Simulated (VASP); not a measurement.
The system is GaSb.

```xyz
2
Lattice="-1.5559 2.6750 2.8933 1.5559 -2.6750 2.8933 1.5559 2.6750 -2.8933" Properties=species:S:1:pos:R:3 pbc="T T T"
Sb    0.0000    0.0000    2.8933
Ga    0.0000    0.0000    0.0000
```

Base run:

| Item | Value |
| --- | --- |
| Program | VASP 6.6.1 |
| Functional | PBE |
| Potentials or basis | VASP PAW PBE potentials, release 64 (Sb, Ga_d) |
| Cutoff | 520 eV |
| k mesh | 10 × 10 × 10 |
| Occupations | fermi-dirac, width 0.05 eV |
| Spin | no spin polarisation |

Its results: band gap on the k mesh zero (bands 9 and 10 overlap by 4.46 eV); pressure -0.1 GPa.

Q: The run is repeated on the same cell with these changes: functional from PBE to PBE-based screened hybrid with 25 % exact exchange; k mesh from 10 × 10 × 10 to 5 × 5 × 5. What comes out?

A: Band gap on the k mesh zero (bands 9 and 10 overlap by 3.62 eV); pressure -1.0 GPa.

Several settings changed at once.

Caveats: some runs use coarse meshes; spin-orbit coupling is left out, which moves the levels of the heavy elements; the PAW data sets were made with another functional, which shifts forces and pressure a little (at least some runs).
